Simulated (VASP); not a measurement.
MgW: single point with PBE

Crystal: MgW.

```
Mg W
1.0
     4.86825    0.00000    0.01483
     0.00000    3.41864    0.00000
    -0.01327    0.00000    4.35806
Mg W
2 2
Direct
  0.50000 0.25000 0.75000
  0.50000 0.75000 0.25000
  0.00000 0.75000 0.75000
  0.00000 0.25000 0.25000
```

```json
{
 "Program": "VASP 6.6.1",
 "Task": "single point",
 "Functional": "PBE",
 "Potentials or basis": "VASP PAW PBE potentials, release 64 (Mg, W_sv)",
 "Cutoff": "520 eV",
 "k mesh": "10 × 14 × 10",
 "Occupations": "gaussian, width 0.1 eV",
 "Spin": "no spin polarisation",
 "Dipole correction": "no",
 "Further INCAR settings": "ALGO = Fast; EDIFF = 1e-06; NBANDS = 24"
}
```

```yaml
Pressure: -7.2 GPa
Band_gap_on_the_k_mesh: zero (bands 16 and 17 overlap by 1.40 eV)
```

Stress tensor (GPa, compression positive):
```
-7.39  0.00  0.00
 0.00 -7.19  0.00
 0.00  0.00 -7.12
```

Levels at points of the mesh, in eV from the Fermi level:
```tsv
k point	band 13	band 14	band 15	band 16	band 17	band 18	band 19	band 20
(0.00, 0.00, 0.00)	-2.13	-0.77	-0.61	-0.36	0.51	2.15	2.92	3.19
(0.50, 0.00, 0.00)	-2.32	-1.67	-0.60	0.90	2.11	2.55	2.85	3.06
(0.00, 0.50, 0.00)	-1.28	-1.28	-1.00	-1.00	0.02	0.02	2.79	2.79
(0.50, 0.50, 0.00)	-0.85	-0.85	-0.47	-0.47	-0.18	-0.18	0.99	0.99
(0.00, 0.00, 0.50)	-1.72	-1.72	0.13	0.13	0.43	0.43	0.73	0.73
(0.50, 0.00, 0.50)	-0.61	-0.61	0.22	0.22	0.48	0.48	0.55	0.55
(0.00, 0.50, 0.50)	-2.09	-2.09	-1.41	-1.41	2.55	2.55	2.68	2.68
(0.50, 0.50, 0.50)	-0.97	-0.97	-0.34	-0.34	0.29	0.29	2.56	2.56
```

It took 5.6 min on 1 thread of Intel(R) Xeon(R) Platinum 8259CL CPU @ 2.50GHz (Skylake/Cascade Lake), on a shared host, peak memory 0.52 GiB.

Caveat: the cell stands under tension; spin-orbit coupling is left out, which moves the levels of the heavy elements.
